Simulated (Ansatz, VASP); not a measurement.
## AlN: VASP beside Ansatz

File INCAR:

```
SYSTEM = AlN
PREC = Accurate ; ENCUT = 520
EDIFF = 1E-8 ; ISMEAR = -1
SIGMA = 0.01 ; LREAL = .FALSE.
LASPH = .TRUE. ; NELM = 80
ALGO = Normal ; ISIF = 2
LWAVE = .FALSE. ; LCHARG = .FALSE.
GGA = CA ; LEFG = .TRUE.
NBANDS = 11
```

Contents of KPOINTS:

```
Automatic mesh
0
G
  12 12 12
  0 0 0
```

POSCAR

```
AlN
1.0
    0.0197800000      1.9878900000      1.9878900000
    1.9878900000      0.0197800000      1.9878900000
    1.9878900000      1.9878900000      0.0197800000
Al N
1 1
Direct
    0.0000000000      0.0000000000      0.0000000000
    0.5000000000      0.5000000000      0.5000000000
```

Input for Ansatz:

```yaml
crystal:
  lattice:
    - [0.01978, 1.98789, 1.98789]
    - [1.98789, 0.01978, 1.98789]
    - [1.98789, 1.98789, 0.01978]
  atoms:
    - { symbol: Al, position: [0.0, 0.0, 0.0] }
    - { symbol: "N", position: [0.5, 0.5, 0.5] }
kpoints:
  mp_grid: { grid: [12, 12, 12] }
scf:
  occupations: { method: fermi_dirac, width: 0.01 }
hamiltonian:
  xc: lda
  pseudopotentials: { kind: paw }
output:
  forces: true
  stress: true
  eigenvalues: true
  efg: { contact_densities: true }
  write_density: true
  write_potential: true
  elf: true
  volumetric_format: npy
```

Change from the starting cell: equal xy, yz and zx shear strains of +1 %, PAW files.

Alike in both runs: task electric field gradients; functional LDA; k mesh 12 × 12 × 12; occupations fermi-dirac, width 0.01 eV; no spin polarisation.

|  | VASP | Ansatz |
| --- | --- | --- |
| version | VASP 6.6.1 | Ansatz 0.2.0 |
| potentials or method | VASP PAW LDA potentials, release 64 (Al, N) | PAW with Ansatz's default frozen-core files, scalar-relativistic |
| plane-wave cutoff (eV) | 520 | 420 |
| valence electrons in the cell | 8 | 8 |

Ansatz gave:

* gap on the k mesh at the Fermi level (eV): 4.85
* pressure (GPa): 12.5
* traceless stress, the component that is largest in VASP (GPa): -3.50
* size of Vzz on the site where it differs most (V/Å²): 0.7

**Question.** Which values does VASP return?

**Answer.** gap on the k mesh at the Fermi level (eV): 4.84; pressure (GPa): 13.3; traceless stress, the component that is largest in VASP (GPa): -3.50; size of Vzz on the site where it differs most (V/Å²): 0.3.

LDA's correlation is that of Perdew and Zunger in VASP and of Perdew and Wang (1992) in Ansatz.
